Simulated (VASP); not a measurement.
Set up this calculation in VASP 6.6.1, as the native input.

* Task: single point
* Functional: PBE
* Potentials or basis: VASP PAW PBE potentials, release 64 (Fe)
* Cutoff: 520 eV
* k mesh: 15 × 15 × 4
* Occupations: fermi-dirac, width 0.08 eV
* Spin: collinear spin, ferromagnetic start
* Starting moments: [2.5, 2.5, 2.5, 2.5] μB
* Dipole correction: no
* Further INCAR settings: ALGO = Normal; EDIFF = 1e-06; NBANDS = 28

The structure of Fe lies in POSCAR:

```
Fe
1.0
    2.5350385439      0.0000000000      0.0000000000
   -1.2675192720      2.1954077786      0.0000000000
    0.0000000000      0.0000000000      8.6496762016
Fe
4
Direct
    0.0000000000      0.0000000000      0.0000000000
    0.0000000000      0.0000000000      0.5000000000
    0.3333333333      0.6666666667      0.2500000000
    0.6666666667      0.3333333333      0.7500000000
```

This isn't the form of Fe at room conditions, which is bcc.

These files were run (other wordings do the same):

INCAR

```
SYSTEM = Fe
PREC = Accurate
ENCUT = 520
EDIFF = 1E-6
ISMEAR = -1
SIGMA = 0.08
LREAL = .FALSE.
LASPH = .TRUE.
NELM = 150
ALGO = Normal
ISIF = 2
LWAVE = .FALSE.
LCHARG = .FALSE.
ISPIN = 2
MAGMOM = 2.5 2.5 2.5 2.5
LORBIT = 11
LMAXMIX = 4
GGA = PE
NBANDS = 28
```

KPOINTS

```
regular mesh
0
G
  15 15 4
  0 0 0
```

Potentials or basis: VASP PAW PBE potentials, release 64 (Fe).

Run with:

```bash
$ cat potpaw_PBE.64/Fe/POTCAR > POTCAR
$ mpirun -np 1 vasp_std > vasp.out
```

It gave:

```json
{
  "Pressure": "-0.1 GPa",
  "Net moment": "10.30 μB per cell",
  "Site moments": "Fe +2.57 μB",
  "Valence electrons inside the program's atomic spheres": "Fe 7.16"
}
```

Wall time 4.5 min on 1 thread of Intel(R) Xeon(R) Platinum 8259CL CPU @ 2.50GHz (Skylake/Cascade Lake) (shared host), peak memory 0.28 GiB.
